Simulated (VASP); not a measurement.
# Zr8N in VASP: single point with PBE+D3(BJ)

Aim: the single point of Zr8N with PBE+D3(BJ).

Program: VASP 6.6.1. These are calculated values, not measurements. Logs are shortened: lines on timing, memory, paths and dates and some standing lists are left out, and cuts for length are marked.

### 1 The cell of the first run

The cell holds a slab with vacuum, 18 atoms: a = 6.366 Å, b = 6.366 Å, c = 26.339 Å, α = 90.00°, β = 90.00°, γ = 120.00°.

### 2 Single point, PBE+D3(BJ)

INCAR

```
SYSTEM = Zr8N
  PREC = Accurate
  ENCUT = 520
  EDIFF = 1E-7
  ISMEAR = 0
  SIGMA = 0.1
  LREAL = Auto
  LASPH = .TRUE.
  NELM = 100
  ALGO = Normal
  ISIF = 2
  LWAVE = .FALSE.
  LCHARG = .TRUE.
  LDIPOL = .TRUE.
  IDIPOL = 3
  DIPOL = 0.5 0.5 0.331
  GGA = PE
  IVDW = 12
  LELF = .TRUE.
  LVHAR = .TRUE.
  LVACPOTAV = .TRUE.
  NBANDS = 116
```

KPOINTS

```
regular mesh
0
G
  6 6 1
  0 0 0
```

POSCAR

```
Zr8N
1.0
    6.3664247930      0.0000000000      0.0000000000
   -3.1832123965      5.5134856020      0.0000000000
    0.0000000000      0.0000000000     26.3387889958
Zr N
16 2
Direct
    0.3333333333      0.1666666667      0.1518672708
    0.3333333333      0.6666666667      0.1518672708
    0.8333333333      0.1666666667      0.1518672708
    0.8333333333      0.6666666667      0.1518672708
    0.1666666667      0.3333333333      0.2489701510
    0.1666666667      0.8333333333      0.2489701510
    0.6666666667      0.3333333333      0.2489701510
    0.6666666667      0.8333333333      0.2489701510
    0.3333333333      0.1666666667      0.3487109194
    0.3333333333      0.6666666667      0.3487109194
    0.8333333333      0.1666666667      0.3487109194
    0.8333333333      0.6666666667      0.3487109194
    0.1666666667      0.3333333333      0.4418877799
    0.1666666667      0.8333333333      0.4418877799
    0.6666666667      0.3333333333      0.4418877799
    0.6666666667      0.8333333333      0.4418877799
    0.1666666667      0.3333333333      0.5785683236
    0.1666666667      0.3333333333      0.6203318231
```

Potentials or basis: VASP PAW PBE potentials, release 64 (Zr_sv, N).

Command:

```console
$ cat potpaw_PBE.64/Zr_sv/POTCAR potpaw_PBE.64/N/POTCAR > POTCAR
$ mpirun -np 1 vasp_std > vasp.out
```

OUTCAR:

```text
SYSTEM = Zr8N
   PREC = Accurate
   ENCUT = 520
   EDIFF = 1E-7
   ISMEAR = 0
   LREAL = Auto
   LASPH = .TRUE.
   NELM = 100
   ISIF = 2
   GGA = PE
   IVDW = 12
 IVDW          = 12

 ion  position               nearest neighbor table
   1  0.333  0.167  0.152-   5 3.15   6 3.15   7 3.15   4 3.18   2 3.18   2 3.18   4 3.18   3 3.18
                             3 3.18
   2  0.333  0.667  0.152-   6 3.15   5 3.15   8 3.15   3 3.18   1 3.18   1 3.18   3 3.18   4 3.18
                             4 3.18
   3  0.833  0.167  0.152-   7 3.15   8 3.15   5 3.15   4 3.18   2 3.18   4 3.18   2 3.18   1 3.18
                             1 3.18
   4  0.833  0.667  0.152-   8 3.15   7 3.15   6 3.15   3 3.18   1 3.18   3 3.18   1 3.18   2 3.18
                             2 3.18
   5  0.167  0.333  0.249-   1 3.15   2 3.15   3 3.15   6 3.18   8 3.18   6 3.18   8 3.18   7 3.18
                             7 3.18   9 3.21  10 3.21  11 3.21
   6  0.167  0.833  0.249-   2 3.15   1 3.15   4 3.15   5 3.18   7 3.18   5 3.18   7 3.18   8 3.18
                             8 3.18  10 3.21   9 3.21  12 3.21
   7  0.667  0.333  0.249-   3 3.15   4 3.15   1 3.15   6 3.18   8 3.18   8 3.18   6 3.18   5 3.18
                             5 3.18  11 3.21  12 3.21   9 3.21
   8  0.667  0.833  0.249-   4 3.15   3 3.15   2 3.15   5 3.18   7 3.18   7 3.18   5 3.18   6 3.18
                             6 3.18  12 3.21  11 3.21  10 3.21
   9  0.333  0.167  0.349-  13 3.07  14 3.07  15 3.07  12 3.18  10 3.18  10 3.18  12 3.18  11 3.18
                            11 3.18   5 3.21   6 3.21   7 3.21
  10  0.333  0.667  0.349-  14 3.07  13 3.07  16 3.07  11 3.18   9 3.18   9 3.18  11 3.18  12 3.18
                            12 3.18   6 3.21   5 3.21   8 3.21
  11  0.833  0.167  0.349-  15 3.07  16 3.07  13 3.07  12 3.18  10 3.18  12 3.18  10 3.18   9 3.18
                             9 3.18   7 3.21   8 3.21   5 3.21
  12  0.833  0.667  0.349-  16 3.07  15 3.07  14 3.07  11 3.18   9 3.18  11 3.18   9 3.18  10 3.18
                            10 3.18   8 3.21   7 3.21   6 3.21
  13  0.167  0.333  0.442-   9 3.07  10 3.07  11 3.07  14 3.18  16 3.18  14 3.18  16 3.18  15 3.18
                            15 3.18
  14  0.167  0.833  0.442-  10 3.07   9 3.07  12 3.07  13 3.18  15 3.18  13 3.18  15 3.18  16 3.18
                            16 3.18
  15  0.667  0.333  0.442-  11 3.07  12 3.07   9 3.07  14 3.18  16 3.18  16 3.18  14 3.18  13 3.18
                            13 3.18
  16  0.667  0.833  0.442-  12 3.07  11 3.07  10 3.07  13 3.18  15 3.18  15 3.18  13 3.18  14 3.18
                            14 3.18
  17  0.167  0.333  0.579-  18 1.10
  18  0.167  0.333  0.620-  17 1.10

  LATTYP: Found a hexagonal cell.
 ALAT       =     6.3664247930
 C/A-ratio  =     4.1371397373

  Lattice vectors:

 A1 = (   6.3664247930,   0.0000000000,   0.0000000000)
 A2 = (  -3.1832123965,   5.5134856020,   0.0000000000)
 A3 = (   0.0000000000,   0.0000000000,  26.3387889958)

Analysis of symmetry for initial positions (statically):
=====================================================================
 Subroutine PRICEL returns:
 Original cell was already a primitive cell.
[... 160 lines left out ...]
  Fermi-wavevector in a.u.,A,eV,Ry     =   0.986021  1.863309 13.228087  0.972237
  Thomas-Fermi vector in A             =   2.117371
   LORBIT       =      0    0 simple, 1 ext, 2 COOP (PROOUT), +10 PAW based schemes
   GGA     = PE    functional components
   LHFCALC =     F    Hartree Fock is set to
   AEXX    =    0.0000 exact exchange contribution
   IVDW    =    12    specifies the selected vdW correction
   LEPSILON=     F    determine dielectric tensor
   LRPA    =     F    only Hartree local field effects (RPA)
 non-spin polarized calculation
 Gauss-broadening in eV      SIGMA  =   0.10
  energy-cutoff  :      520.00
  volume of cell :      924.52
 maximum number of plane-waves:     24930
 NGX is ok and might be reduce to    48
   NGX = 23   NGY = 23   NGZ = 97

 dipolmoment           0.000000      0.000000      0.022517 electrons x Angstroem

 number of electron     202.0000001 magnetization

 dipolmoment           0.000000      0.000000     -0.019498 electrons x Angstroem

 Free energy of the ion-electron system (eV)
  ---------------------------------------------------
  ext. energy  EPLUGINS =         0.00000000
  ---------------------------------------------------
  free energy    TOTEN  =      -145.71018532 eV

  energy without entropy =     -145.56433864  energy(sigma->0) =     -145.63726198

 E-fermi :   1.4095     XC(G=0):  -5.4978

 val. band max:        1.3820738997   @ k =   0.1667   0.1667   0.0000
 cond. band min:       1.4163127903   @ k =   0.5000   0.0000   0.0000
 fundamental gap:      0.0342388906
 Fermi energy:         1.4095433474

 k-point     1 :       0.0000    0.0000    0.0000
  band No.  band energies     occupation
      1     -47.5444      2.00000
      2     -47.5003      2.00000
      3     -47.4402      2.00000
      4     -47.4401      2.00000
      5     -47.4401      2.00000
      6     -47.3981      2.00000
[... 801 lines left out ...]
    112       1.6923      0.00006
    113       1.8663      0.00000
 [bands above 113 left out]

------------------------ aborting loop because EDIFF is reached ----------------------------------------

 Edisp (eV)   -6.66256

 E8    (eV) :    -3.5026

  FORCE on cell =-STRESS in cart. coord.  units (eV):
  Direction    XX          YY          ZZ          XY          YZ          ZX
  --------------------------------------------------------------------------------------
  -------------------------------------------------------------------------------------
  Total      -6.76064    -6.76064    -2.13435     0.00000    -0.00000    -0.00000
  in kB     -11.71604   -11.71604    -3.69878     0.00000    -0.00000    -0.00000
  external pressure =       -9.04 kB  Pullay stress =        0.00 kB

 VOLUME and BASIS-vectors are now :
 -----------------------------------------------------------------------------
  energy-cutoff  :      520.00
  volume of cell :      924.52
      direct lattice vectors                 reciprocal lattice vectors
     6.366424793  0.000000000  0.000000000     0.157074030  0.090686734  0.000000000
    -3.183212397  5.513485602  0.000000000     0.000000000  0.181373467  0.000000000
     0.000000000  0.000000000 26.338788996     0.000000000  0.000000000  0.037966818

 POSITION                                       TOTAL-FORCE (eV/Angst)
 -----------------------------------------------------------------------------------
      1.59161      0.91891      4.00000         0.004620     -0.002668      0.398637
     -0.00000      3.67566      4.00000        -0.000000      0.005335      0.398637
      4.77482      0.91891      4.00000        -0.004620     -0.002668      0.398637
      3.18321      3.67566      4.00000        -0.000000     -0.000000      0.401074
      0.00000      1.83783      6.55757        -0.000000      0.000000     -0.450460
     -1.59161      4.59457      6.55757         0.000391      0.000226     -0.427331
[... 10 lines left out ...]
      0.00000      1.83783     15.23879        -0.000000     -0.000000     -2.344852
      0.00000      1.83783     16.33879        -0.000000     -0.000000      2.240687
 -----------------------------------------------------------------------------------
    total drift:                                0.000005     -0.000002     -0.002916

  FREE ENERGIE OF THE ION-ELECTRON SYSTEM (eV)
  ---------------------------------------------------
  free  energy   TOTEN  =      -152.3727480887 eV

  energy  without entropy=     -152.2269014156  energy(sigma->0) =     -152.29982475

 vacuum level on the upper side and lower side of the slab         5.514         5.614
```

OSZICAR:

```text
N       E                     dE             d eps       ncg     rms          rms(c)
DAV:   1     0.230064153165E+04    0.23006E+04   -0.10308E+05  1904   0.155E+03
DAV:   2     0.809018202096E+02   -0.22197E+04   -0.21848E+04  1940   0.475E+02
DAV:   3    -0.122792792898E+03   -0.20369E+03   -0.19874E+03  2496   0.103E+02
[... 34 lines left out ...]
DAV:  38    -0.145710184498E+03   -0.67450E-06   -0.62238E-08  1160   0.619E-04    0.461E-04
DAV:  39    -0.145710184926E+03   -0.42808E-06   -0.11703E-08  1080   0.490E-04    0.368E-04
DAV:  40    -0.145710185080E+03   -0.15366E-06   -0.50286E-09  1048   0.326E-04    0.373E-04
DAV:  41    -0.145710185258E+03   -0.17870E-06    0.36624E-09  1016   0.250E-04    0.299E-04
DAV:  42    -0.145710185317E+03   -0.58590E-07    0.93789E-09  1040   0.207E-04
   1 F= -.15237275E+03 E0= -.15229982E+03  d E =-.145847E+00
```

stdout:

```text
POSCAR found type information on POSCAR ZrN
 POSCAR found :  2 types and      18 ions
 scaLAPACK will be used
 LDA part: xc-table for (Slater+PW92), standard interpolation
 POSCAR, INCAR and KPOINTS ok, starting setup
 FFT: planning ... GRIDC
 FFT: planning ... GRID_SOFT
 FFT: planning ... GRID
 WAVECAR not read
 entering main loop
 -----------------------------------------------------------------------------
|                                                                             |
|           W    W    AA    RRRRR   N    N  II  N    N   GGGG   !!!           |
|           W    W   A  A   R    R  NN   N  II  NN   N  G    G  !!!           |
|           W    W  A    A  R    R  N N  N  II  N N  N  G       !!!           |
|           W WW W  AAAAAA  RRRRR   N  N N  II  N  N N  G  GGG   !            |
|           WW  WW  A    A  R   R   N   NN  II  N   NN  G    G                |
|           W    W  A    A  R    R  N    N  II  N    N   GGGG   !!!           |
|                                                                             |
|     Did not find any points to average over, which means that no vacuum     |
|     field-free region was found. Please increase the size of  your cell     |
|     in the dimension of the dipole correction to obtain accurate            |
|     workfunction values.                                                    |
|                                                                             |
 -----------------------------------------------------------------------------
```

Wall time 38 min (1 thread of Intel Xeon Platinum 8488C (Sapphire Rapids), shared host); peak memory 1.1 GiB.

Results:

* Free energy: -152.3727 eV
* Largest force: 2.345 eV/Å
* Band gap on the k mesh: zero (bands 101 and 102 overlap by 1.13 eV)
* Dispersion energy per atom: -0.370 eV

Forces in eV/Å, atoms in the order of the input:
```
Zr   0.005 -0.003  0.399
Zr   0.000  0.005  0.399
Zr  -0.005 -0.003  0.399
Zr   0.000  0.000  0.401
Zr   0.000  0.000 -0.450
Zr   0.000  0.000 -0.427
Zr   0.000  0.000 -0.427
Zr   0.000  0.000 -0.427
Zr  -0.003  0.002  0.058
Zr   0.000 -0.004  0.058
Zr   0.003  0.002  0.058
Zr   0.000  0.000  0.045
Zr   0.000  0.000  0.188
Zr   0.007  0.004 -0.055
Zr   0.000 -0.008 -0.055
Zr  -0.007  0.004 -0.055
N    0.000  0.000 -2.345
N    0.000  0.000  2.241
```

Caveat: the standard files for N, O and F lose accuracy on very short bonds.

The gap in the log of VASP goes by the Fermi energy; the results here count the filled bands.